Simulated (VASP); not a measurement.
MgI2: single point with PBE

Crystal: MgI2.

```
CELL_PARAMETERS angstrom
4.20720 0.00000 -0.15419
-2.10360 3.64354 0.07710
-0.28630 0.00000 8.02030
ATOMIC_POSITIONS crystal
Mg 0.00000 0.00000 0.00000
I 0.30492 0.66688 0.79100
I 0.69508 0.33312 0.20900
```

This cell differs from its parent crystal: engineering shear strain xz -0.0733, normal strain along z +0.0267.

- Program: VASP 6.6.1
- Task: single point
- Functional: PBE
- Potentials or basis: VASP PAW PBE potentials, release 64 (Mg, I)
- Cutoff: 520 eV
- k mesh: 6 × 6 × 4
- Occupations: gaussian, width 0.05 eV
- Spin: no spin polarisation
- Dipole correction: no
- Further INCAR settings: ALGO = Normal; EDIFF = 1e-07; NBANDS = 15

- Pressure: -0.1 GPa
- Largest force: 0.011 eV/Å
- Band gap on the k mesh: 3.57 eV, indirect (least direct gap 3.72 eV)

Forces on the atoms (eV/Å):
```
Mg   0.000  0.000  0.000
I    0.000 -0.001  0.011
I    0.000  0.001 -0.011
```

Levels at points of the mesh, in eV from the valence-band top:
```
           k point  band 6  band 7  band 8  band 9  band 10  band 11
(0.00, 0.00, 0.00)   -0.28   -0.01    0.00    3.72     4.90     6.68
(0.50, 0.00, 0.00)   -1.13   -0.69   -0.40    3.69     5.52     5.89
(0.50, 0.50, 0.00)   -1.13   -0.57   -0.40    3.62     5.39     5.71
(0.00, 0.50, 0.00)   -1.14   -0.63   -0.40    3.66     5.44     5.81
(0.00, 0.00, 0.50)   -0.27   -0.02   -0.01    4.31     4.88     6.65
(0.50, 0.00, 0.50)   -1.11   -0.57   -0.43    3.57     5.37     5.67
(0.50, 0.50, 0.50)   -1.11   -0.69   -0.43    3.65     5.56     5.84
(0.00, 0.50, 0.50)   -1.12   -0.64   -0.43    3.61     5.45     5.74
```

Wall time 94 s on 1 thread of Intel(R) Xeon(R) Platinum 8488C (Sapphire Rapids), on a shared host, peak memory 0.33 GiB.

Caveat: the cell differs from its parent crystal (engineering shear strain xz -0.0733, normal strain along z +0.0267); spin-orbit coupling is left out, which moves the levels of the heavy elements. A k mesh can miss the band edges.
